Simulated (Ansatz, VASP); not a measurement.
## One calculation of GaN, two programs

The input INCAR:

```
PREC     = Accurate       # precision mode
ENCUT    = 520            # plane-wave cutoff, eV
EDIFF    = 1E-7           # SCF threshold, eV
ISMEAR   = 0              # smearing method
SIGMA    = 0.1            # smearing width, eV
LREAL    = False          # projectors in reciprocal space
LASPH    = True           # aspherical terms in the spheres
NELM     = 60             # most SCF steps
ALGO     = Normal         # electronic algorithm
ISIF     = 2              # what is computed and relaxed
LWAVE    = False          # write WAVECAR
LCHARG   = False          # write CHGCAR
GGA      = PS             # functional
NBANDS   = 16             # bands
```

File KPOINTS:

```
Automatic mesh
0
Gamma
  14 14 14
```

POSCAR

```
GaN
1.0
    0.0000000000      2.5518547893      2.5518547893
    2.5518547893      0.0000000000      2.5518547893
    2.5518547893      2.5518547893      0.0000000000
Ga N
1 1
Direct
    0.0000000000      0.0000000000      0.0000000000
    0.7500000000      0.7500000000      0.7500000000
```

Input for Ansatz:

```yaml
crystal:
  lattice:
    - [0.0, 2.5518547893, 2.5518547893]
    - [2.5518547893, 0.0, 2.5518547893]
    - [2.5518547893, 2.5518547893, 0.0]
  atoms:
    - { symbol: Ga, position: [0.0, 0.0, 0.0] }
    - { symbol: "N", position: [0.75, 0.75, 0.75] }
basis:
  ecutwfc: 420
kpoints:
  mp_grid: { grid: [14, 14, 14] }
hamiltonian:
  xc: pbesol
scf:
  occupations: { method: gaussian, width: 0.1 }
output:
  forces: true
  stress: true
  eigenvalues: true
```

Alike in both runs: task single point; functional PBEsol; k mesh 14 × 14 × 14; occupations gaussian, width 0.1 eV; no spin polarisation.

|  | VASP | Ansatz |
| --- | --- | --- |
| version | VASP 6.6.1 | Ansatz 0.2.0 |
| potentials or method | VASP PAW PBE potentials, release 64 (Ga_d, N), cutoff 520 eV | scalar-relativistic, plane waves, PAW |
| valence electrons in the cell | 18 | 18 |

VASP gave:

```
gap on the k mesh at the Fermi level (eV) : none
pressure (GPa)                            : -29.9
```

**Question.** What did Ansatz give for the same quantities?

**Answer.** gap on the k mesh at the Fermi level (eV): none; pressure (GPa): -30.0.

VASP's potentials were made for PBE, not for PBEsol. A gap of «none» marks a metal or a gap that the smearing closes. Both programs put the cell under strong tension, so it lies far from rest at this level. The functional is the same, so the differences come from potentials, cutoffs and numerics.
